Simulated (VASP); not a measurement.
# AlN (P6_3mc) in VASP: single point with PBE

Aim: the single point of AlN with PBE.

All numbers are computed with VASP 6.6.1; they aren't measurements. Logs are shortened: lines on timing, memory, paths and dates and some standing lists are left out, and cuts for length are marked.

### Step 1. The cell of the first run

It takes space group P6_3mc (No. 186, hexagonal). The conventional cell has a = 3.113 Å, b = 3.113 Å, c = 4.981 Å, α = 90.00°, β = 90.00°, γ = 120.00°. Within 2.5 Å of Al (site symmetry 3m) lie 4 N at 1.89 Å. N (site symmetry 3m) has 4 Al at 1.89 Å within 2.5 Å.

### Step 2. Single point, PBE

Contents of INCAR:

```
PREC = Accurate ; ENCUT = 600
EDIFF = 1E-6 ; ISMEAR = 1
SIGMA = 0.1 ; LREAL = F
LASPH = T ; NELM = 120
ALGO = Normal ; ISIF = 2
LWAVE = F ; LCHARG = F
GGA = PE ; NBANDS = 16
GGA_COMPAT = F
```

Contents of KPOINTS:

```
regular mesh
0
Gamma
  6 6 3
```

Contents of POSCAR:

```
AlN
1.0
    3.1130000000      0.0000000000      0.0000000000
   -1.5565000000      2.6959400000      0.0000000000
    0.0000000000      0.0000000000      4.9810000000
Al N
2 2
Direct
    0.3333333333      0.6666666667      0.0000000000
    0.6666666667      0.3333333333      0.5000000000
    0.3333333333      0.6666666667      0.3800000000
    0.6666666667      0.3333333333      0.8800000000
```

Potentials or basis: VASP PAW PBE potentials, release 64 (Al, N).

Launch:

```
$ cat potpaw_PBE.64/Al/POTCAR potpaw_PBE.64/N/POTCAR > POTCAR
$ mpirun -np 1 vasp_std > vasp.out
```

OUTCAR:

```text
PREC = Accurate
   ENCUT = 600
   EDIFF = 1E-6
   ISMEAR = 1
   LREAL = F
   LASPH = T
   NELM = 120
   ISIF = 2
   GGA = PE

 ion  position               nearest neighbor table
   1  0.333  0.667  0.000-   3 1.89   4 1.89   4 1.89   4 1.89   2 3.07   2 3.07   2 3.07   2 3.07
                             2 3.07   2 3.07
   2  0.667  0.333  0.500-   4 1.89   3 1.89   3 1.89   3 1.89   1 3.07   1 3.07   1 3.07   1 3.07
                             1 3.07   1 3.07
   3  0.333  0.667  0.380-   1 1.89   2 1.89   2 1.89   2 1.89
   4  0.667  0.333  0.880-   2 1.89   1 1.89   1 1.89   1 1.89

  LATTYP: Found a hexagonal cell.
 ALAT       =     3.1130000000
 C/A-ratio  =     1.6000642467

  Lattice vectors:

 A1 = (   3.1130000000,   0.0000000000,   0.0000000000)
 A2 = (  -1.5565000000,   2.6959400000,   0.0000000000)
 A3 = (   0.0000000000,   0.0000000000,   4.9810000000)

Analysis of symmetry for initial positions (statically):
=====================================================================
 Subroutine PRICEL returns:
 Original cell was already a primitive cell.

 Routine SETGRP: Setting up the symmetry group for a
 hexagonal supercell.

 Subroutine GETGRP returns: Found 12 space group operations
 (whereof  6 operations were pure point group operations)
 out of a pool of 24 trial point group operations.

The static configuration has the point symmetry C_3v.
 The point group associated with its full space group is C_6v.

Analysis of symmetry for dynamics (positions and initial velocities):
=====================================================================
 Subroutine PRICEL returns:
 Original cell was already a primitive cell.

 Routine SETGRP: Setting up the symmetry group for a
 hexagonal supercell.

 Subroutine GETGRP returns: Found 12 space group operations
 (whereof  6 operations were pure point group operations)
 out of a pool of 24 trial point group operations.

The dynamic configuration has the point symmetry C_3v.
 The point group associated with its full space group is C_6v.

 Subroutine INISYM returns: Found 12 space group operations
 (whereof  6 operations are pure point group operations),
 and found     1 'primitive' translations

----------------------------------------------------------------------------------------

                                     Primitive cell

  volume of cell :      41.8028

  direct lattice vectors                    reciprocal lattice vectors
     3.113000000  0.000000000  0.000000000     0.321233537  0.185464068  0.000000000
    -1.556500000  2.695940000  0.000000000     0.000000000  0.370928136  0.000000000
     0.000000000  0.000000000  4.981000000     0.000000000  0.000000000  0.200762899

  length of vectors
     3.113000000  3.113002527  4.981000000     0.370928437  0.370928136  0.200762899

  position of ions in fractional coordinates (direct lattice)
     0.333333333  0.666666667  0.000000000
     0.666666667  0.333333333  0.500000000
     0.333333333  0.666666667  0.380000000
     0.666666667  0.333333333  0.880000000

  ion indices of the primitive-cell ions
   primitive index   ion index
                 1           1
                 2           2
                 3           3
                 4           4

----------------------------------------------------------------------------------------

 KPOINTS: regular mesh

Automatic generation of k-mesh.
 Grid dimensions read from file:
 generate k-points for:    6    6    3

 Generating k-lattice:

  Cartesian coordinates                     Fractional coordinates (reciprocal lattice)
     0.053538923  0.030910678  0.000000000     0.166666667  0.000000000  0.000000000
     0.000000000  0.061821356  0.000000000     0.000000000  0.166666667  0.000000000
     0.000000000  0.000000000  0.066920966     0.000000000  0.000000000  0.333333333

  Length of vectors
     0.061821406  0.061821356  0.066920966

  Shift w.r.t. Gamma in fractional coordinates (k-lattice)
     0.000000000  0.000000000  0.000000000

 Subroutine IBZKPT returns following result:
 ===========================================

 Found     14 irreducible k-points:

 Following reciprocal coordinates:
            Coordinates               Weight
  0.000000  0.000000  0.000000      1.000000
  0.166667 -0.000000  0.000000      6.000000
  0.333333  0.000000  0.000000      6.000000
  0.500000  0.000000  0.000000      3.000000
  0.166667  0.166667  0.000000      6.000000
  0.333333  0.166667  0.000000     12.000000
  0.333333  0.333333  0.000000      2.000000
  0.000000  0.000000  0.333333      2.000000
  0.166667 -0.000000  0.333333     12.000000
  0.333333  0.000000  0.333333     12.000000
  0.500000  0.000000  0.333333      6.000000
  0.166667  0.166667  0.333333     12.000000
  0.333333  0.166667  0.333333     24.000000
  0.333333  0.333333  0.333333      4.000000
   k-points           NKPTS =     14   k-points in BZ     NKDIM =     14   number of bands    NBANDS=     16
   number of dos      NEDOS =    301   number of ions     NIONS =      4
   total plane-waves  NPLWV =  31360
   dimension x,y,z NGX =    28 NGY =   28 NGZ =   40
   dimension x,y,z NGXF=    56 NGYF=   56 NGZF=   80
   ions per type =               2   2
   NGX,Y,Z   is equivalent  to a cutoff of  14.95, 14.95, 13.35 a.u.
   NGXF,Y,Z  is equivalent  to a cutoff of  29.91, 29.91, 26.70 a.u.
 SYSTEM =  unknown system
   PREC   = accura    normal or accurate (medium, high low for compatibility)
   ISTART =      0    job   : 0-new  1-cont  2-samecut
   ICHARG =      2    charge: 1-file 2-atom 10-const
   ISPIN  =      1    spin polarized calculation?
   LNONCOLLINEAR =      F non collinear calculations
   LSORBIT =      F    spin-orbit coupling
   LASPH  =      T    aspherical Exc in radial PAW
   ENCUT  =  600.0 eV  44.10 Ry    6.64 a.u.   6.22  6.22  9.95*2*pi/ulx,y,z
   NELM   =    120;   NELMIN=  2; NELMDL= -5     # of ELM steps
   EDIFF  = 0.1E-05   stopping-criterion for ELM
   LREAL  =      F    real-space projection
   EDIFFG = 0.1E-04   stopping-criterion for IOM
   NSW    =      0    number of steps for IOM
   IBRION =     -1    ionic relax: 0-MD 1-quasi-New 2-CG
   NFREE  =      0    steps in history (QN), initial steepest desc. (CG)
   ISIF   =      2    stress and relaxation
   ISYM   =      2    0-nonsym 1-usesym 2-fastsym
   POTIM  = 0.5000    time-step for ionic-motion
   TEBEG  =    0.0;   TEEND  =   0.0 temperature during run
   PSTRESS=    0.0 pullay stress
   NELECT =      16.0000    total number of electrons
   NUPDOWN=      -1.0000    fix difference up-down
   EMIN   =  10.00;   EMAX   =-10.00  energy-range for DOS
   EFERMI =   0.00;   METHOD = LEGACY
   ISMEAR =     1;   SIGMA  =   0.10  broadening in eV -4-tet -1-fermi 0-gaus
   EFERMI_NEDOS =   21; number of points for ismear=-14 and -15
   IALGO  =     38    algorithm
   IMIX   =      4    mixing-type and parameters
     AMIX     =   0.40;   BMIX     =  1.00
     AMIX_MAG =   1.60;   BMIX_MAG =  1.00
  volume/ion in A,a.u.               =      10.45        70.52
  Fermi-wavevector in a.u.,A,eV,Ry     =   1.188629  2.246182 19.222829  1.412838
  Thomas-Fermi vector in A             =   2.324754
   LORBIT       =      0    0 simple, 1 ext, 2 COOP (PROOUT), +10 PAW based schemes
   GGA     = PE    functional components
   LHFCALC =     F    Hartree Fock is set to
   AEXX    =    0.0000 exact exchange contribution
   IVDW    =     0    specifies the selected vdW correction
   LEPSILON=     F    determine dielectric tensor
   LRPA    =     F    only Hartree local field effects (RPA)
 non-spin polarized calculation
 Methfessel and Paxton  Order N= 1 SIGMA  =   0.10
  energy-cutoff  :      600.00
  volume of cell :       41.80
 maximum number of plane-waves:      1408
 NGX is ok and might be reduce to    28
   NGX = 13   NGY = 13   NGZ = 19

 number of electron      15.9999999 magnetization

 Free energy of the ion-electron system (eV)
  ---------------------------------------------------
  ext. energy  EPLUGINS =         0.00000000
  ---------------------------------------------------
  free energy    TOTEN  =       -29.77123749 eV

  energy without entropy =      -29.77131898  energy(sigma->0) =      -29.77126465

 E-fermi :   6.2040     XC(G=0): -10.9065

 val. band max:        6.1231462393   @ k =   0.0000   0.0000   0.0000
 cond. band min:      10.3462514590   @ k =   0.0000   0.0000   0.0000
 fundamental gap:      4.2231052198
 Fermi energy:         6.2039861436

 k-point     1 :       0.0000    0.0000    0.0000
  band No.  band energies     occupation
      1      -9.0368      2.00000
      2      -6.8882      2.00000
      3       0.1491      2.00000
      4       5.2913      2.00000
      5       5.2913      2.00000
      6       5.9435      2.00143
[... 8 lines left out ...]
     15      19.2860      0.00000
     16      19.2860      0.00000

 k-point     2 :       0.1667   -0.0000    0.0000
  band No.  band energies     occupation
      1      -8.6907      2.00000
      2      -6.7018      2.00000
      3       0.5644      2.00000
      4       3.8718      2.00000
      5       4.6541      2.00000
      6       4.8989      2.00000
[... 8 lines left out ...]
     15      18.5089      0.00000
     16      18.9261      0.00000

 k-point     3 :       0.3333    0.0000    0.0000
  band No.  band energies     occupation
      1      -7.7976      2.00000
      2      -6.3721      2.00000
      3       1.6450      2.00000
      4       1.7177      2.00000
      5       2.8325      2.00000
      6       4.3088      2.00000
[... 8 lines left out ...]
     15      18.2456      0.00000
     16      20.5348      0.00000
[... 172 lines left out ...]
 k-point    13 :       0.3333    0.1667    0.3333
  band No.  band energies     occupation
      1      -6.9344      2.00000
      2      -6.5139      2.00000
      3       0.8981      2.00000
      4       1.3551      2.00000
      5       3.1581      2.00000
      6       3.9725      2.00000
[... 8 lines left out ...]
     15      19.0155      0.00000
     16      20.4958      0.00000

 k-point    14 :       0.3333    0.3333    0.3333
  band No.  band energies     occupation
      1      -6.5090      2.00000
      2      -6.5090      2.00000
      3       1.4925      2.00000
      4       1.4925      2.00000
      5       1.7823      2.00000
      6       2.9123      2.00000
[... 8 lines left out ...]
     15      19.3570      0.00000
     16      21.4432      0.00000

------------------------ aborting loop because EDIFF is reached ----------------------------------------

  FORCE on cell =-STRESS in cart. coord.  units (eV):
  Direction    XX          YY          ZZ          XY          YZ          ZX
  --------------------------------------------------------------------------------------
  -------------------------------------------------------------------------------------
  Total        0.7275170      0.7275186      1.1587812      0.0000000      0.0000000      0.0000000
  in kB       27.8835360     27.8835964     44.4125943      0.0000000      0.0000000      0.0000000
  external PRESSURE =      33.3932422 kB  Pullay stress =       0.0000000 kB

 VOLUME and BASIS-vectors are now :
 -----------------------------------------------------------------------------
  energy-cutoff  :      600.00
  volume of cell :       41.80
      direct lattice vectors                 reciprocal lattice vectors
     3.113000000  0.000000000  0.000000000     0.321233537  0.185464068  0.000000000
    -1.556500000  2.695940000  0.000000000     0.000000000  0.370928136  0.000000000
     0.000000000  0.000000000  4.981000000     0.000000000  0.000000000  0.200762899

 POSITION                                       TOTAL-FORCE (eV/Angst)
 -----------------------------------------------------------------------------------
     -0.00000      1.79729      0.00000         0.000000      0.000000     -0.128856
      1.55650      0.89865      2.49050        -0.000000     -0.000000     -0.128856
     -0.00000      1.79729      1.89278        -0.000000     -0.000000      0.128856
      1.55650      0.89865      4.38328         0.000000      0.000000      0.128856
 -----------------------------------------------------------------------------------
    total drift:                               -0.000000      0.000000      0.000410

  FREE ENERGIE OF THE ION-ELECTRON SYSTEM (eV)
  ---------------------------------------------------
  free  energy   TOTEN  =       -29.7712374869 eV

  energy  without entropy=      -29.7713189848  energy(sigma->0) =      -29.77126465
```

Wall time 6.3 s (1 thread of Intel Xeon 6975P-C (Granite Rapids), shared host); peak memory 0.17 GiB.

Results:

```yaml
Free_energy: -29.7712 eV
Pressure: 3.3 GPa
Largest_force: 0.129 eV/Å
Band_gap_on_the_k_mesh: 4.22 eV, direct
```

Forces in eV/Å, atoms in the order of the input:
```
Al   0.000  0.000 -0.129
Al   0.000  0.000 -0.129
N    0.000  0.000  0.129
N    0.000  0.000  0.129
```

Levels at points of the mesh, in eV from the valence-band top:
```csv
k point,band 6,band 7,band 8,band 9,band 10,band 11
"(0.00, 0.00, 0.00)",-0.18,-0.18,0.00,4.22,6.66,10.61
"(0.50, 0.00, 0.00)",-2.06,-1.77,-0.66,5.82,5.83,8.20
```

Caveat: the k points lie up to 0.42 Å⁻¹ apart.
